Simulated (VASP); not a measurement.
Runs of VASP 6.6.1 on HfO2. The structure is that of space group Fm-3m (No. 225), or close to it. The cells are those of the table. 

```tsv
cell	k mesh	smearing	gap on the mesh (eV)	pressure (GPa)
a = 3.684 Å, angles 60.0°, 3 atoms	6 × 6 × 6	gaussian 0.01 eV	3.58	-17.1
a = 3.720 Å, angles 60.0°, 3 atoms	6 × 6 × 6	gaussian 0.01 eV	3.50	-21.8
a = 3.434 Å, angles 60.0°, 3 atoms	8 × 8 × 8	fermi-dirac 0.02 eV	4.15	43.6
a = 3.541 Å, angles 60.0°, 3 atoms	6 × 6 × 6	gaussian 0.01 eV	(b)	10.5
a = 3.434 Å, angles 60.0°, 3 atoms	6 × 6 × 6	gaussian 0.01 eV	4.15	43.6
a = 3.648 Å, angles 60.0°, 3 atoms	6 × 6 × 6	gaussian 0.01 eV	(a)	-11.6
a = 3.505 Å, angles 60.0°, 3 atoms	6 × 6 × 6	gaussian 0.01 eV	3.98	20.1
a = 3.505 Å, angles 60.0°, 3 atoms	8 × 8 × 8	fermi-dirac 0.02 eV	3.98	20.1
```

Alike in all rows: task single point; level PBE; potentials or basis VASP PAW PBE potentials, release 64 (Hf_pv, O); no spin polarisation; cutoff (eV) 520.

Task: Estimate the missing entries.

Result: (a) 3.66; (b) 3.90.

Caveats: spin-orbit coupling is left out, which moves the levels of the heavy elements.

A k mesh can miss the band edges, and the runs leave out spin-orbit coupling on Hf.
